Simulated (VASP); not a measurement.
A run of VASP 6.6.1 is set up as follows.

INCAR

```
SYSTEM = CaIn2As2
PREC = Accurate
ENCUT = 520
EDIFF = 1E-6
ISMEAR = -1
SIGMA = 0.05
LREAL = .False.
LASPH = .True.
NELM = 80
ALGO = Normal
ISIF = 2
LWAVE = .False.
LCHARG = .False.
GGA = PE
NBANDS = 57
```

Contents of KPOINTS:

```
regular mesh
0
Gamma
  9 9 2
  0 0 0
```

File POSCAR:

```
CaIn2As2
1.0
    4.1482014809      0.0000000000      0.0000000000
   -2.0741007405      3.5924478625      0.0000000000
    0.0000000000      0.0000000000     17.7260000000
Ca In As
2 4 4
Direct
    0.0000000000      0.0000000000      0.0000000000
    0.0000000000      0.0000000000      0.5000000000
    0.3333333333      0.6666666667      0.1713324841
    0.6666666667      0.3333333333      0.6713324841
    0.3333333333      0.6666666667      0.3286675159
    0.6666666667      0.3333333333      0.8286675159
    0.3333333333      0.6666666667      0.6013379579
    0.6666666667      0.3333333333      0.1013379579
    0.3333333333      0.6666666667      0.8986620421
    0.6666666667      0.3333333333      0.3986620421
```

Potentials or basis: VASP PAW PBE potentials, release 64 (Ca_sv, In_d, As).

Command:

```console
$ cat potpaw_PBE.64/Ca_sv/POTCAR potpaw_PBE.64/In_d/POTCAR potpaw_PBE.64/As/POTCAR > POTCAR
$ mpirun -np 1 vasp_std > vasp.out
```

(1) Predict the band gap on the k mesh.

(2) Estimate the pressure.

(3) What does it give for the largest force?

Results:

(1) 0.03 eV.

(2) 2.4 GPa.

(3) 0.014 eV/Å.

Caveat: semilocal functionals underestimate gaps, and a narrow one can read as zero; spin-orbit coupling is left out, which moves the levels of the heavy elements.
